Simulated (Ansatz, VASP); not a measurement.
# Two plane-wave programs on Fe

Contents of INCAR:

```
PREC     = Accurate       # precision mode
ENCUT    = 520            # plane-wave cutoff, eV
EDIFF    = 1E-6           # SCF threshold, eV
ISMEAR   = -1             # smearing method
SIGMA    = 0.15           # smearing width, eV
LREAL    = False          # projectors in reciprocal space
LASPH    = True           # aspherical terms in the spheres
NELM     = 150            # most SCF steps
ALGO     = Normal         # electronic algorithm
ISIF     = 2              # what is computed and relaxed
LWAVE    = False          # write WAVECAR
LCHARG   = False          # write CHGCAR
ISPIN    = 2              # spin polarisation
MAGMOM   = 2.4            # initial moments
LORBIT   = 11             # projections on sites
LMAXMIX  = 4              # l up to which the mixer works
GGA      = PE             # functional
IVDW     = 13             # dispersion correction
NBANDS   = 14             # bands
```

The input KPOINTS:

```
regular mesh
0
Gamma
  11 11 11
```

File POSCAR:

```
Fe
1.0
   -0.0257250000      1.7150000000      1.7150000000
    1.7150000000     -0.0257250000      1.7150000000
    1.6892750000      1.6892750000      0.0000000000
Fe
1
Direct
    0.0000000000      0.0000000000      0.0000000000
```

Input for Ansatz:

```yaml
crystal:
  lattice:
    - [-0.025725, 1.715, 1.715]
    - [1.715, -0.025725, 1.715]
    - [1.689275, 1.689275, 0.0]
  atoms:
    - { symbol: Fe, position: [0.0, 0.0, 0.0], spin: 2.4 }
basis:
  ecutwfc: 520.0
kpoints:
  mp_grid:
    grid: [11, 11, 11]
hamiltonian:
  xc: pbe
  dispersion: d4
magnetization:
  spin_polarized: true
scf:
  occupations:
    method: fermi_dirac
    width: 0.15
output:
  stress: true
```

Alike in both runs: task single point; functional PBE; dispersion D4; k mesh 11 × 11 × 11; occupations fermi-dirac, width 0.15 eV; collinear spin.

|  | VASP | Ansatz |
| --- | --- | --- |
| version | VASP 6.6.1 | Ansatz 0.2.0 |
| potentials or method | VASP PAW PBE potentials, release 64 (Fe), cutoff 520 eV | plane waves, PAW |
| valence electrons in the cell | 8 | 16 |

```tsv
	VASP	Ansatz	Ansatz less VASP
pressure (GPa)	3.1	3.2	+0.10
traceless stress, the component that is largest in VASP (GPa)	6.68	7.05	+0.366
net moment per atom (μB)	0.61	0.55	-0.061
size of the moment on the site where the two differ most (μB)	0.60	0.55	-0.049
```

Site moments also hang on the region over which each program counts them. VASP's potentials hold 8 valence electrons a cell and Ansatz's 16, so a difference there can come from the potentials and not from the codes.
